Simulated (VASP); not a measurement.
Write the native input for VASP 6.6.1 that does the following.

| Quantity | Value |
| --- | --- |
| Task | relaxation of cell and atoms |
| Functional | PBEsol |
| Potentials or basis | VASP PAW PBE potentials, release 64 (Cl, Na_pv) |
| Cutoff | 600 eV |
| k mesh | 8 × 8 × 8 |
| Occupations | fermi-dirac, width 0.05 eV |
| Spin | no spin polarisation |
| Dipole correction | no |
| Further INCAR settings | ALGO = Normal; EDIFF = 1e-07; IBRION = 2; EDIFFG = -0.01; NSW = 80; ISIF = 3 |

The structure of NaCl lies in POSCAR:

```
NaCl
1.0
    3.5021900000      0.0000000000      0.0000000000
    0.0000000000      3.5021900000      0.0000000000
    0.0000000000      0.0000000000      3.5021900000
Cl Na
1 1
Direct
    0.5000000000      0.5000000000      0.5000000000
    0.0000000000      0.0000000000      0.0000000000
```

One way to write it, as run:

INCAR

```
SYSTEM = NaCl
PREC = Accurate
ENCUT = 600
EDIFF = 1E-7
ISMEAR = -1
SIGMA = 0.05
LREAL = .FALSE.
LASPH = .TRUE.
NELM = 100
ALGO = Normal
ISIF = 3
LWAVE = .FALSE.
LCHARG = .FALSE.
GGA = PS
IBRION = 2
NSW = 80
EDIFFG = -0.01
```

KPOINTS

```
regular mesh
0
G
  8 8 8
  0 0 0
```

Potentials or basis: VASP PAW PBE potentials, release 64 (Cl, Na_pv).

Command:

```console
$ cat potpaw_PBE.64/Cl/POTCAR potpaw_PBE.64/Na_pv/POTCAR > POTCAR
$ mpirun -np 1 vasp_std > vasp.out
```

Results of the run:

```
Relaxed volume                         : 20.52 Å³/atom
Relaxed cell                           : a = 3.449 Å, b = 3.449 Å, c = 3.449 Å, α = 90.00°, β = 90.00°, γ = 90.00°
Space group after relaxing (to 0.05 Å) : Pm-3m (No. 221)
Energy gained by relaxing              : 3.9 meV/atom
Ionic steps                            : 3
Pressure after relaxing                : 0.0 GPa
Band gap on the k mesh                 : 3.98 eV, indirect (least direct gap 4.52 eV)
```

Caveat: the PAW data sets were made with another functional, which shifts forces and pressure a little.

Run time: 30 s on 1 thread of Intel(R) Xeon(R) Platinum 8259CL CPU @ 2.50GHz (Skylake/Cascade Lake) (shared host), peak memory 0.16 GiB.
